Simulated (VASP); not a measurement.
A run of VASP 6.6.1 is set up as follows.

The input INCAR:

```
SYSTEM = MnS
PREC = Accurate ; ENCUT = 520
EDIFF = 1E-7 ; ISMEAR = -5
SIGMA = 0.1 ; LREAL = .FALSE.
LASPH = .TRUE. ; NELM = 150
ALGO = Normal ; ISIF = 2
LWAVE = .FALSE. ; LCHARG = .TRUE.
ISPIN = 2 ; MAGMOM = 4 0
LORBIT = 11 ; LMAXMIX = 4
LDAU = .TRUE. ; LDAUTYPE = 2
LDAUL = 2 -1 ; LDAUU = 4 0
LDAUJ = 0 0 ; LDAUPRINT = 1
GGA = RE ; LELF = .TRUE.
LVHAR = .TRUE. ; NBANDS = 20
```

KPOINTS

```
Automatic mesh
0
G
  9 9 9
  0 0 0
```

POSCAR

```
MnS
1.0
    0.0000000000      2.5513320201      2.5513320201
    2.5513320201      0.0000000000      2.5513320201
    2.5513320201      2.5513320201      0.0000000000
Mn S
1 1
Direct
    0.0000000000      0.0000000000      0.0000000000
    0.5000000000      0.5000000000      0.5000000000
```

Potentials or basis: VASP PAW PBE potentials, release 64 (Mn_pv, S).

Command:

```sh
$ cat potpaw_PBE.64/Mn_pv/POTCAR potpaw_PBE.64/S/POTCAR > POTCAR
$ mpirun -np 1 vasp_std > vasp.out
```

**Question.** What does it give for the net moment?

**Answer.** 5.00 μB per cell.

**Question.** What does it give for the site moments?

**Answer.** Mn +4.58; S +0.09 μB.

**Question.** Predict the band gap on the k mesh.

**Answer.** 0.31 eV, indirect (least direct gap 2.52 eV).

Eigenvalues of the final occupation matrices:
```csv
site,spin,trace,eigenvalues
site 1 d,1,4.71,0.93 0.93 0.93 0.96 0.96
site 1 d,2,0.21,0.02 0.02 0.02 0.08 0.08
```

Caveat: a cell with one magnetic atom can't hold antiferromagnetic order, which such compounds often take. The state reached can hang on the start; a lower one may exist.
